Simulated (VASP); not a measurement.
# Zn (Im-3m) in VASP: further runs

Zn is run at these levels: PBE; tasks: single point.

Everything below comes from runs of VASP 6.6.1. Logs are shortened: lines on timing, memory, paths and dates and some standing lists are left out, and cuts for length are marked.

**1. The cell of the first run**

The structure is cubic, space group Im-3m (No. 229). Conventional cell: a = 3.108 Å, b = 3.108 Å, c = 3.108 Å, α = 90.00°, β = 90.00°, γ = 90.00°. Zn (site symmetry m-3m) has 14 Zn at 2.69 to 3.11 Å within 3.5 Å.

**2. Single point, PBE**

The input, INCAR:

```
  PREC = Accurate
  ENCUT = 520
  EDIFF = 1E-6
  ISMEAR = 1
  SIGMA = 0.05
  LREAL = F
  LASPH = T
  NELM = 100
  ALGO = Normal
  ISIF = 2
  LWAVE = F
  LCHARG = F
  GGA = PE
  NBANDS = 12
```

The input, KPOINTS:

```
regular mesh
0
Gamma
  9 9 9
```

The input, POSCAR:

```
Zn
1.0
   -1.5541376993      1.5541376993      1.5541376993
    1.5541376993     -1.5541376993      1.5541376993
    1.5541376993      1.5541376993     -1.5541376993
Zn
1
Direct
    0.0000000000      0.0000000000      0.0000000000
```

Potentials or basis: VASP PAW PBE potentials, release 64 (Zn).

The run is started by

```
$ cat potpaw_PBE.64/Zn/POTCAR > POTCAR
$ mpirun -np 1 vasp_std > vasp.out
```

OUTCAR:

```text
PREC = Accurate
   ENCUT = 520
   EDIFF = 1E-6
   ISMEAR = 1
   LREAL = F
   LASPH = T
   NELM = 100
   ISIF = 2
   GGA = PE

 ion  position               nearest neighbor table
   1  0.000  0.000  0.000-

  LATTYP: Found a body centered cubic cell.
 ALAT       =     3.1082753986

  Lattice vectors:

 A1 = (  -1.5541376993,   1.5541376993,   1.5541376993)
 A2 = (   1.5541376993,  -1.5541376993,   1.5541376993)
 A3 = (   1.5541376993,   1.5541376993,  -1.5541376993)

Analysis of symmetry for initial positions (statically):
=====================================================================
 Subroutine PRICEL returns:
 Original cell was already a primitive cell.

 Routine SETGRP: Setting up the symmetry group for a
 body centered cubic supercell.

 Subroutine GETGRP returns: Found 48 space group operations
 (whereof 48 operations were pure point group operations)
 out of a pool of 48 trial point group operations.

The static configuration has the point symmetry O_h .

Analysis of symmetry for dynamics (positions and initial velocities):
=====================================================================
 Subroutine PRICEL returns:
 Original cell was already a primitive cell.

 Routine SETGRP: Setting up the symmetry group for a
 body centered cubic supercell.

 Subroutine GETGRP returns: Found 48 space group operations
 (whereof 48 operations were pure point group operations)
 out of a pool of 48 trial point group operations.

The dynamic configuration has the point symmetry O_h .

 Subroutine INISYM returns: Found 48 space group operations
 (whereof 48 operations are pure point group operations),
 and found     1 'primitive' translations

----------------------------------------------------------------------------------------

                                     Primitive cell

  volume of cell :      15.0151

  direct lattice vectors                    reciprocal lattice vectors
    -1.554137699  1.554137699  1.554137699     0.000000000  0.321721814  0.321721814
     1.554137699 -1.554137699  1.554137699     0.321721814  0.000000000  0.321721814
     1.554137699  1.554137699 -1.554137699     0.321721814  0.321721814  0.000000000

  length of vectors
     2.691845457  2.691845457  2.691845457     0.454983353  0.454983353  0.454983353

  position of ions in fractional coordinates (direct lattice)
     0.000000000  0.000000000  0.000000000

  ion indices of the primitive-cell ions
   primitive index   ion index
                 1           1

----------------------------------------------------------------------------------------

 KPOINTS: regular mesh

Automatic generation of k-mesh.
 Grid dimensions read from file:
 generate k-points for:    9    9    9

 Generating k-lattice:

  Cartesian coordinates                     Fractional coordinates (reciprocal lattice)
     0.000000000  0.035746868  0.035746868     0.111111111  0.000000000  0.000000000
     0.035746868  0.000000000  0.035746868     0.000000000  0.111111111  0.000000000
     0.035746868  0.035746868  0.000000000     0.000000000  0.000000000  0.111111111

  Length of vectors
     0.050553706  0.050553706  0.050553706

  Shift w.r.t. Gamma in fractional coordinates (k-lattice)
     0.000000000  0.000000000  0.000000000

 Subroutine IBZKPT returns following result:
 ===========================================

 Found     35 irreducible k-points:

 Following reciprocal coordinates:
            Coordinates               Weight
  0.000000  0.000000  0.000000      1.000000
  0.111111  0.000000  0.000000     12.000000
  0.222222  0.000000  0.000000     12.000000
  0.333333  0.000000  0.000000     12.000000
  0.444444  0.000000  0.000000     12.000000
  0.111111  0.111111  0.000000     24.000000
[... 16 lines left out ...]
 -0.333333  0.444444  0.111111     48.000000
 -0.444444 -0.444444  0.111111     24.000000
 [... further k-points ...]
   k-points           NKPTS =     35   k-points in BZ     NKDIM =     35   number of bands    NBANDS=     12
   number of dos      NEDOS =    301   number of ions     NIONS =      1
   total plane-waves  NPLWV =   8000
   dimension x,y,z NGX =    20 NGY =   20 NGZ =   20
   dimension x,y,z NGXF=    40 NGYF=   40 NGZF=   40
   ions per type =               1
   NGX,Y,Z   is equivalent  to a cutoff of  12.35, 12.35, 12.35 a.u.
   NGXF,Y,Z  is equivalent  to a cutoff of  24.70, 24.70, 24.70 a.u.
 SYSTEM =  unknown system
   PREC   = accura    normal or accurate (medium, high low for compatibility)
   ISTART =      0    job   : 0-new  1-cont  2-samecut
   ICHARG =      2    charge: 1-file 2-atom 10-const
   ISPIN  =      1    spin polarized calculation?
   LNONCOLLINEAR =      F non collinear calculations
   LSORBIT =      F    spin-orbit coupling
   LASPH  =      T    aspherical Exc in radial PAW
   ENCUT  =  520.0 eV  38.22 Ry    6.18 a.u.   5.01  5.01  5.01*2*pi/ulx,y,z
   NELM   =    100;   NELMIN=  2; NELMDL= -5     # of ELM steps
   EDIFF  = 0.1E-05   stopping-criterion for ELM
   LREAL  =      F    real-space projection
   EDIFFG = 0.1E-04   stopping-criterion for IOM
   NSW    =      0    number of steps for IOM
   IBRION =     -1    ionic relax: 0-MD 1-quasi-New 2-CG
   NFREE  =      0    steps in history (QN), initial steepest desc. (CG)
   ISIF   =      2    stress and relaxation
   ISYM   =      2    0-nonsym 1-usesym 2-fastsym
   POTIM  = 0.5000    time-step for ionic-motion
   TEBEG  =    0.0;   TEEND  =   0.0 temperature during run
   PSTRESS=    0.0 pullay stress
   NELECT =      12.0000    total number of electrons
   NUPDOWN=      -1.0000    fix difference up-down
   EMIN   =  10.00;   EMAX   =-10.00  energy-range for DOS
   EFERMI =   0.00;   METHOD = LEGACY
   ISMEAR =     1;   SIGMA  =   0.05  broadening in eV -4-tet -1-fermi 0-gaus
   EFERMI_NEDOS =   21; number of points for ismear=-14 and -15
   IALGO  =     38    algorithm
   IMIX   =      4    mixing-type and parameters
     AMIX     =   0.40;   BMIX     =  1.00
     AMIX_MAG =   1.60;   BMIX_MAG =  1.00
  volume/ion in A,a.u.               =      15.02       101.33
  Fermi-wavevector in a.u.,A,eV,Ry     =   1.519238  2.870943 31.403382  2.308083
  Thomas-Fermi vector in A             =   2.628251
   LORBIT       =      0    0 simple, 1 ext, 2 COOP (PROOUT), +10 PAW based schemes
   GGA     = PE    functional components
   LHFCALC =     F    Hartree Fock is set to
   AEXX    =    0.0000 exact exchange contribution
   IVDW    =     0    specifies the selected vdW correction
   LEPSILON=     F    determine dielectric tensor
   LRPA    =     F    only Hartree local field effects (RPA)
 non-spin polarized calculation
 Methfessel and Paxton  Order N= 1 SIGMA  =   0.05
  energy-cutoff  :      520.00
  volume of cell :       15.02
 maximum number of plane-waves:       414
   NGX =  9   NGY =  9   NGZ =  9

 number of electron      12.0000020 magnetization

 Free energy of the ion-electron system (eV)
  ---------------------------------------------------
  ext. energy  EPLUGINS =         0.00000000
  ---------------------------------------------------
  free energy    TOTEN  =        -1.01024291 eV

  energy without entropy =       -1.01027121  energy(sigma->0) =       -1.01025234

 E-fermi :   3.2026     XC(G=0): -11.6345

 val. band max:        3.1756686434   @ k =  -0.4444   0.4444   0.3333
 cond. band min:       3.5667961932   @ k =   0.4444   0.0000   0.0000
 fundamental gap:      0.3911275498
 Fermi energy:         3.2026439033

 k-point     1 :       0.0000    0.0000    0.0000
  band No.  band energies     occupation
      1      -7.2747      2.00000
      2      -4.5457      2.00000
      3      -4.5457      2.00000
      4      -4.5457      2.00000
      5      -4.0236      2.00000
      6      -4.0236      2.00000
      7      22.7347      0.00000
      8      22.7347      0.00000
      9      22.7347      0.00000
     10      24.2584      0.00000
     11      24.2584      0.00000
     12      24.2584      0.00000

 k-point     2 :       0.1111    0.0000    0.0000
  band No.  band energies     occupation
      1      -6.8811      2.00000
      2      -4.5831      2.00000
      3      -4.5361      2.00000
      4      -4.4520      2.00000
      5      -4.0560      2.00000
      6      -4.0211      2.00000
      7      18.3983      0.00000
      8      20.5550      0.00000
      9      21.1157      0.00000
     10      22.4009      0.00000
     11      22.6734      0.00000
     12      24.2017      0.00000

 k-point     3 :       0.2222    0.0000    0.0000
  band No.  band energies     occupation
      1      -5.8339      2.00000
      2      -4.6773      2.00000
      3      -4.4141      2.00000
      4      -4.2057      2.00000
      5      -4.0953      2.00000
      6      -4.0132      2.00000
      7      12.8080      0.00000
      8      17.9250      0.00000
      9      18.7988      0.00000
     10      20.6041      0.00000
     11      21.5112      0.00000
     12      25.4773      0.00000
[... 286 lines left out ...]
 k-point    23 :      -0.3333    0.4444    0.1111
  band No.  band energies     occupation
      1      -4.9008      2.00000
      2      -4.6525      2.00000
      3      -4.4033      2.00000
      4      -4.1441      2.00000
      5      -3.8451      2.00000
      6      -0.6702      2.00000
      7       6.5427      0.00000
      8       9.9228      0.00000
      9      16.6979      0.00000
     10      19.8381      0.00000
     11      22.1564      0.00000
     12      27.1206      0.00000

 k-point    24 :      -0.4444   -0.4444    0.1111
  band No.  band energies     occupation
      1      -4.9518      2.00000
      2      -4.6568      2.00000
      3      -4.4051      2.00000
      4      -4.1114      2.00000
      5      -3.7563      2.00000
      6       2.0542      2.00000
      7       3.0542      2.00022
      8       9.4887      0.00000
      9      16.3001      0.00000
     10      20.5051      0.00000
     11      23.5427      0.00000
     12      24.3341      0.00000

 [... further k-points ...]

------------------------ aborting loop because EDIFF is reached ----------------------------------------

  FORCE on cell =-STRESS in cart. coord.  units (eV):
  Direction    XX          YY          ZZ          XY          YZ          ZX
  --------------------------------------------------------------------------------------
  -------------------------------------------------------------------------------------
  Total        0.1671139      0.1671139      0.1671139      0.0000000      0.0000000      0.0000000
  in kB       17.8317781     17.8317781     17.8317781      0.0000000      0.0000000      0.0000000
  external PRESSURE =      17.8317781 kB  Pullay stress =       0.0000000 kB

 VOLUME and BASIS-vectors are now :
 -----------------------------------------------------------------------------
  energy-cutoff  :      520.00
  volume of cell :       15.02
      direct lattice vectors                 reciprocal lattice vectors
    -1.554137699  1.554137699  1.554137699     0.000000000  0.321721814  0.321721814
     1.554137699 -1.554137699  1.554137699     0.321721814  0.000000000  0.321721814
     1.554137699  1.554137699 -1.554137699     0.321721814  0.321721814  0.000000000

 POSITION                                       TOTAL-FORCE (eV/Angst)
 -----------------------------------------------------------------------------------
      0.00000      0.00000      0.00000        -0.000000      0.000000     -0.000000
 -----------------------------------------------------------------------------------
    total drift:                                0.000000     -0.000000      0.000000

  FREE ENERGIE OF THE ION-ELECTRON SYSTEM (eV)
  ---------------------------------------------------
  free  energy   TOTEN  =        -1.0102429100 eV

  energy  without entropy=       -1.0102712077  energy(sigma->0) =       -1.01025234
```

It took 5.6 s on 1 thread of Intel Xeon 6975P-C, shared host; peak memory 0.12 GiB.

What came out:

```
Free energy            : -1.0102 eV
Pressure               : 1.8 GPa
Band gap on the k mesh : zero (band 6 reaches 6.12 eV, above the bottom of band 7 at 2.53 eV)
```

**3. Single point, PBE**

This run uses another cell than the first one, of 15.32 Å³/atom, 1.020 times its volume.

The input, INCAR:

```
SYSTEM = Zn
PREC = Accurate
ENCUT = 520
EDIFF = 1E-7
ISMEAR = 1
SIGMA = 0.05
LREAL = .FALSE.
LASPH = .TRUE.
NELM = 60
ALGO = Normal
ISIF = 2
LWAVE = .FALSE.
LCHARG = .FALSE.
GGA = PE
NBANDS = 12
```

The input, KPOINTS:

```
regular mesh
0
G
  9 9 9
  0 0 0
```

The input, POSCAR:

```
Zn
1.0
   -1.5646389482      1.5646389482      1.5646389482
    1.5646389482     -1.5646389482      1.5646389482
    1.5646389482      1.5646389482     -1.5646389482
Zn
1
Direct
    0.0000000000      0.0000000000      0.0000000000
```

Potentials or basis: VASP PAW PBE potentials, release 64 (Zn).

The run is started by

```
$ cat potpaw_PBE.64/Zn/POTCAR > POTCAR
$ mpirun -np 1 vasp_std > vasp.out
```

OUTCAR:

```text
SYSTEM = Zn
   PREC = Accurate
   ENCUT = 520
   EDIFF = 1E-7
   ISMEAR = 1
   LREAL = .FALSE.
   LASPH = .TRUE.
   NELM = 60
   ISIF = 2
   GGA = PE

 ion  position               nearest neighbor table
   1  0.000  0.000  0.000-

  LATTYP: Found a body centered cubic cell.
 ALAT       =     3.1292778964

  Lattice vectors:

 A1 = (  -1.5646389482,   1.5646389482,   1.5646389482)
 A2 = (   1.5646389482,  -1.5646389482,   1.5646389482)
 A3 = (   1.5646389482,   1.5646389482,  -1.5646389482)

Analysis of symmetry for initial positions (statically):
=====================================================================
 Subroutine PRICEL returns:
 Original cell was already a primitive cell.

 Routine SETGRP: Setting up the symmetry group for a
 body centered cubic supercell.

 Subroutine GETGRP returns: Found 48 space group operations
 (whereof 48 operations were pure point group operations)
 out of a pool of 48 trial point group operations.

The static configuration has the point symmetry O_h .

Analysis of symmetry for dynamics (positions and initial velocities):
[... 159 lines left out ...]
 val. band max:        3.0319297900   @ k =   0.3333   0.2222   0.1111
 cond. band min:       3.3929954121   @ k =   0.4444   0.0000   0.0000
 fundamental gap:      0.3610656221
 Fermi energy:         3.0663599097

 k-point     1 :       0.0000    0.0000    0.0000
  band No.  band energies     occupation
      1      -7.2572      2.00000
      2      -4.6360      2.00000
      3      -4.6360      2.00000
      4      -4.6360      2.00000
      5      -4.1322      2.00000
      6      -4.1322      2.00000
      7      22.2488      0.00000
      8      22.2488      0.00000
      9      22.2488      0.00000
     10      23.9334      0.00000
     11      23.9334      0.00000
     12      23.9334      0.00000
[... 331 lines left out ...]
 k-point    24 :      -0.4444   -0.4444    0.1111
  band No.  band energies     occupation
      1      -5.0209      2.00000
      2      -4.7409      2.00000
      3      -4.4952      2.00000
      4      -4.2164      2.00000
      5      -3.8744      2.00000
      6       1.9552      2.00000
      7       2.8697      2.00000
      8       9.2587      0.00000
      9      15.9810      0.00000
     10      20.1428      0.00000
     11      23.1776      0.00000
     12      23.8761      0.00000

 [... further k-points ...]
[... 5 lines left out ...]
  --------------------------------------------------------------------------------------
  -------------------------------------------------------------------------------------
  Total        0.0247923      0.0247923      0.0247923      0.0000000     -0.0000000     -0.0000000
  in kB        2.5925342      2.5925342      2.5925342      0.0000000     -0.0000000     -0.0000000
  external PRESSURE =       2.5925342 kB  Pullay stress =       0.0000000 kB

 VOLUME and BASIS-vectors are now :
 -----------------------------------------------------------------------------
  energy-cutoff  :      520.00
  volume of cell :       15.32
      direct lattice vectors                 reciprocal lattice vectors
    -1.564638948  1.564638948  1.564638948     0.000000000  0.319562542  0.319562542
     1.564638948 -1.564638948  1.564638948     0.319562542  0.000000000  0.319562542
     1.564638948  1.564638948 -1.564638948     0.319562542  0.319562542  0.000000000

 POSITION                                       TOTAL-FORCE (eV/Angst)
 -----------------------------------------------------------------------------------
      0.00000      0.00000      0.00000         0.000000     -0.000000      0.000000
 -----------------------------------------------------------------------------------
    total drift:                                0.000000     -0.000000      0.000000

  FREE ENERGIE OF THE ION-ELECTRON SYSTEM (eV)
  ---------------------------------------------------
  free  energy   TOTEN  =        -1.0120994338 eV

  energy  without entropy=       -1.0120810404  energy(sigma->0) =       -1.01209330
```

Wall time 5.5 s (1 thread of Intel Xeon 6975P-C, shared host); peak memory 0.13 GiB.

Results:

- Free energy: -1.0121 eV
- Pressure: 0.3 GPa
- Band gap on the k mesh: zero (band 6 reaches 5.91 eV, above the bottom of band 7 at 2.35 eV)

Levels at points of the mesh, in eV from the Fermi level:
```
           k point  band 3  band 4  band 5  band 6  band 7  band 8  band 9  band 10
(0.00, 0.00, 0.00)   -7.70   -7.70   -7.20   -7.20   19.18   19.18   19.18    20.87
```

**4. Single point, PBE**

This run uses another cell than the first one, of 15.63 Å³/atom, 1.041 times its volume.

The input, INCAR:

```
  PREC = Accurate
  ENCUT = 520
  EDIFF = 1E-6
  ISMEAR = 1
  SIGMA = 0.05
  LREAL = F
  LASPH = T
  NELM = 80
  ALGO = Normal
  ISIF = 2
  LWAVE = F
  LCHARG = F
  GGA = PE
  NBANDS = 12
```

The input, KPOINTS:

```
Automatic mesh
0
Gamma
  9 9 9
```

The input, POSCAR:

```
Zn
1.0
   -1.5750010976      1.5750010976      1.5750010976
    1.5750010976     -1.5750010976      1.5750010976
    1.5750010976      1.5750010976     -1.5750010976
Zn
1
Direct
    0.0000000000      0.0000000000      0.0000000000
```

The run is started by

```
$ cat potpaw_PBE.64/Zn/POTCAR > POTCAR
$ mpirun -np 1 vasp_std > vasp.out
```

Run time: 5 s. Hardware: 1 thread of Intel Xeon 6975P-C, shared host; peak memory 0.12 GiB.

The run converged. Its results:

| Item | Value |
| --- | --- |
| Free energy | -1.0113 eV |
| Pressure | -1.0 GPa |
| Band gap on the k mesh | zero (band 6 reaches 5.70 eV, above the bottom of band 7 at 2.17 eV) |

Levels at points of the mesh, in eV from the Fermi level:
```csv
k point,band 4,band 5,band 6,band 7,band 8,band 9
"(0.00, 0.00, 0.00)",-7.67,-7.18,-7.18,18.84,18.84,18.84
```

**5. Overview**

```csv
cell,gap on the mesh (eV),pressure (GPa)
"a = 2.692 Å, angles 109.5°, 1 atom",none,1.8
"a = 2.710 Å, angles 109.5°, 1 atom",none,0.3
"a = 2.728 Å, angles 109.5°, 1 atom",none,-1.0
```

Alike in all rows: task single point; level PBE; potentials or basis VASP PAW PBE potentials, release 64 (Zn); no spin polarisation; k mesh 9 × 9 × 9; cutoff (eV) 520; smearing methfessel-paxton 0.05 eV.

Absolute energies hang on the potentials; compare differences alone.
